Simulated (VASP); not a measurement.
Be, 1 atom in the cell. It takes space group I4/mmm (No. 139, tetragonal). The conventional cell has a = 2.431 Å, b = 2.431 Å, c = 2.506 Å, α = 90.00°, β = 90.00°, γ = 90.00°. Be (site symmetry 4/mmm) has 14 Be at 2.13 to 2.51 Å within 2.8 Å.  This cell differs from its parent crystal: equal xx and yy strain of -3 %.

| Property | Result |
| --- | --- |
| Program | VASP 6.6.1 |
| Task | single point |
| Functional | PBEsol |
| Potentials or basis | VASP PAW PBE potentials, release 64 (Be) |
| Cutoff | 520 eV |
| k mesh | 23 × 23 × 23 |
| Occupations | fermi-dirac, width 0.03 eV |
| Spin | no spin polarisation |
| Dipole correction | no |
| Further INCAR settings | ALGO = Normal; EDIFF = 1e-06; NBANDS = 7 |

Potentials or basis: VASP PAW PBE potentials, release 64 (Be).

The run is started by

```bash
$ cat potpaw_PBE.64/Be/POTCAR > POTCAR
$ mpirun -np 1 vasp_std > vasp.out
```

Hardware: 1 thread of Intel(R) Xeon(R) Platinum 8488C (Sapphire Rapids), with other jobs on the host.

Q: Estimate the wall time of this run.

A: Wall time 12 s on 1 thread of Intel(R) Xeon(R) Platinum 8488C (Sapphire Rapids) (shared host), peak memory 0.14 GiB. Counts: scf iterations 9, k points 936.
